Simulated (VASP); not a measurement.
Input of a VASP 6.6.1 run:

The input INCAR:

```
ALGO     = Normal         # electronic algorithm
EDIFF    = 1E-6           # SCF threshold, eV
ENCUT    = 520            # plane-wave cutoff, eV
GGA      = PE             # functional
ISIF     = 2              # what is computed and relaxed
ISMEAR   = 0              # smearing method
LASPH    = T              # aspherical terms in the spheres
LCHARG   = F              # write CHGCAR
LREAL    = F              # projectors in reciprocal space
LWAVE    = F              # write WAVECAR
NBANDS   = 8              # bands
NELM     = 80             # most SCF steps
PREC     = Accurate       # precision mode
SIGMA    = 0.1            # smearing width, eV
```

The input KPOINTS:

```
k-points
0
Gamma
  11 11 11
```

Contents of POSCAR:

```
Al
1.0
    0.0000000000      2.0645171409      2.0645171409
    2.0645171409      0.0000000000      2.0645171409
    2.0645171409      2.0645171409      0.0000000000
Al
1
Direct
    0.0000000000      0.0000000000      0.0000000000
```

Potentials or basis: VASP PAW PBE potentials, release 64 (Al).

Launch:

```sh
$ cat potpaw_PBE.64/Al/POTCAR > POTCAR
$ mpirun -np 1 vasp_std > vasp.out
```

Q: Predict the pressure.

A: -4.4 GPa.
